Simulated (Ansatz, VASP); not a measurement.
One calculation of CdTe, two programs

Contents of INCAR:

```
PREC     = Accurate       # precision mode
ENCUT    = 520            # plane-wave cutoff, eV
EDIFF    = 1E-6           # SCF threshold, eV
ISMEAR   = 0              # smearing method
SIGMA    = 0.05           # smearing width, eV
LREAL    = False          # projectors in reciprocal space
LASPH    = True           # aspherical terms in the spheres
NELM     = 80             # most SCF steps
ALGO     = Normal         # electronic algorithm
ISIF     = 2              # what is computed and relaxed
LWAVE    = False          # write WAVECAR
LCHARG   = True           # write CHGCAR
GGA      = CA             # functional
LELF     = True           # ELF
LVHAR    = True         
NBANDS   = 16             # bands
```

Contents of KPOINTS:

```
Automatic mesh
0
Gamma
  8 8 8
```

The input POSCAR:

```
CdTe
1.0
    0.0000000000      3.2324179400      3.1051084919
    3.1051084919      0.0000000000      3.1051084919
    3.1051084919      3.2324179400      0.0000000000
Cd Te
1 1
Direct
    0.0000000000      0.0000000000      0.0000000000
    0.7500000000      0.7500000000      0.7500000000
```

Input for Ansatz:

```yaml
crystal:
  lattice:
    - [0.0, 3.23241794, 3.1051084919]
    - [3.1051084919, 0.0, 3.1051084919]
    - [3.1051084919, 3.23241794, 0.0]
  atoms:
    - { symbol: Cd, position: [0.0, 0.0, 0.0] }
    - { symbol: Te, position: [0.75, 0.75, 0.75] }
basis:
  ecutwfc: 420
kpoints:
  mp_grid: { grid: [8, 8, 8] }
hamiltonian:
  xc: lda
  pseudopotentials: { kind: paw }
scf:
  occupations: { method: gaussian, width: 0.05 }
output:
  forces: true
  stress: true
  eigenvalues: true
  write_density: true
  write_potential: true
  elf: true
  volumetric_format: npy
```

Alike in both runs: task single point; functional LDA; k mesh 8 × 8 × 8; occupations gaussian, width 0.05 eV; no spin polarisation.

|  | VASP | Ansatz |
| --- | --- | --- |
| version | VASP 6.6.1 | Ansatz 0.2.0 |
| potentials or method | VASP PAW LDA potentials, release 64 (Cd, Te), cutoff 520 eV | scalar-relativistic, plane waves, PAW |
| valence electrons in the cell | 18 | 36 |

VASP gave:

- gap on the k mesh at the Fermi level (eV): 0.77
- least direct gap on the mesh (eV): 0.77
- pressure (GPa): 3.2
- traceless stress, the component that is largest in VASP (GPa): -0.47

Question: Estimate Ansatz's values.

Answer: gap on the k mesh at the Fermi level (eV): 0.72; least direct gap on the mesh (eV): 0.72; pressure (GPa): 2.8; traceless stress, the component that is largest in VASP (GPa): -0.48.

LDA's correlation is that of Perdew and Zunger in VASP and of Perdew and Wang (1992) in Ansatz. VASP's potentials hold 18 valence electrons a cell and Ansatz's 36, so a difference there can come from the potentials and not from the codes.

Spin-orbit coupling is off throughout.
